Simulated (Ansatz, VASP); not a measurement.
## Two plane-wave programs on Gd

```
Gd
1.0
     3.63600    0.00000    0.00000
    -1.81800    3.14887    0.00000
     0.00000    0.00000    5.78260
Gd
2
Direct
  0.33333 0.66667 0.25000
  0.66667 0.33333 0.75000
```

Alike in both runs: task electric field gradients; functional PBE; k mesh 17 × 17 × 10; occupations fermi-dirac, width 0.05 eV; collinear spin.

|  | VASP | Ansatz |
| --- | --- | --- |
| version | VASP 6.6.1 | Ansatz 0.2.0 |
| potentials or method | VASP PAW PBE potentials, release 64 (Gd) | PAW with Ansatz's default frozen-core files, scalar-relativistic |
| plane-wave cutoff (eV) | 520 | 420 |
| valence electrons in the cell | 36 | 36 |

```tsv
	VASP	Ansatz	Ansatz less VASP
pressure (GPa)	0.5	0.5	0.00
traceless stress, the component that is largest in VASP (GPa)	0.23	0.23	+0.005
net moment per atom (μB)	7.66	7.66	-0.003
size of the moment on the site where the two differ most (μB)	7.00	7.37	+0.363
size of Vzz on the site where it differs most (V/Å²)	40.2	41.7	+1.46
```

Site moments also hang on the region over which each program counts them.

Neither program's run includes spin-orbit coupling.
